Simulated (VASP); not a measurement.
Write the native input for VASP 6.6.1 that does the following.

```yaml
Task: relaxation of cell and atoms
Functional: r2SCAN
Dispersion: D3(BJ)
Potentials_or_basis: VASP PAW PBE potentials, release 64 (Mg, O)
Cutoff: 600 eV
k_mesh: 10 × 10 × 10
Occupations: fermi-dirac, width 0.05 eV
Spin: no spin polarisation
Dipole_correction: no
Further_INCAR_settings: ALGO = Normal; EDIFF = 1e-06; IBRION = 2; EDIFFG = -0.01; NSW = 60; ISIF = 3
```

MgO:

```
CELL_PARAMETERS angstrom
0.00000 2.30616 2.30616
2.30616 0.00000 2.30616
2.30616 2.30616 0.00000
ATOMIC_POSITIONS crystal
Mg 0.50000 0.50000 0.50000
O 0.75000 0.75000 0.75000
```

These files were run (other wordings do the same):

POSCAR

```
MgO
1.0
    0.0000000000      2.3061600000      2.3061600000
    2.3061600000      0.0000000000      2.3061600000
    2.3061600000      2.3061600000      0.0000000000
Mg O
1 1
Direct
    0.5000000000      0.5000000000      0.5000000000
    0.7500000000      0.7500000000      0.7500000000
```

INCAR.step1

```
SYSTEM = MgO
PREC = Accurate
ENCUT = 600
ISMEAR = -1
SIGMA = 0.05
LREAL = .FALSE.
LASPH = .TRUE.
NELM = 60
GGA = PE
ALGO = Normal
EDIFF = 1E-4
LWAVE = .TRUE.
LCHARG = .FALSE.
```

INCAR.step2

```
SYSTEM = MgO
PREC = Accurate
ENCUT = 600
EDIFF = 1E-6
ISMEAR = -1
SIGMA = 0.05
LREAL = .FALSE.
LASPH = .TRUE.
NELM = 60
ALGO = Normal
ISIF = 3
LWAVE = .FALSE.
LCHARG = .FALSE.
METAGGA = R2SCAN
LMIXTAU = .TRUE.
IVDW = 12
VDW_S6 = 1.0
VDW_S8 = 0.78981345
VDW_A1 = 0.49484001
VDW_A2 = 5.73083694
IBRION = 2
NSW = 60
EDIFFG = -0.01
ISTART = 1
```

KPOINTS

```
regular mesh
0
G
  10 10 10
  0 0 0
```

Potentials or basis: VASP PAW PBE potentials, release 64 (Mg, O).

Run with:

```bash
$ cat potpaw_PBE.64/Mg/POTCAR potpaw_PBE.64/O/POTCAR > POTCAR
$ cp INCAR.step1 INCAR
$ mpirun -np 1 vasp_std > vasp.out
$ cp INCAR.step2 INCAR
$ mpirun -np 1 vasp_std > vasp.out
```

Results of the run:

The relaxed volume is 11.68 Å³/atom, the relaxed cell is a = 3.208 Å, b = 3.208 Å, c = 3.208 Å, α = 60.00°, β = 60.00°, γ = 60.00° and the space group after relaxing (to 0.05 Å) is F-43m (No. 216). The energy gained by relaxing is 11.2 meV/atom and the ionic steps are 3. The pressure after relaxing is 0.0 GPa, the band gap on the k mesh is 4.43 eV, direct and the dispersion energy per atom is -0.111 eV.

Caveat: the PAW data sets were made with another functional, which shifts forces and pressure a little.

It took 67 s on 1 thread of Intel(R) Xeon(R) 6975P-C (Granite Rapids) (shared host), peak memory 0.18 GiB.
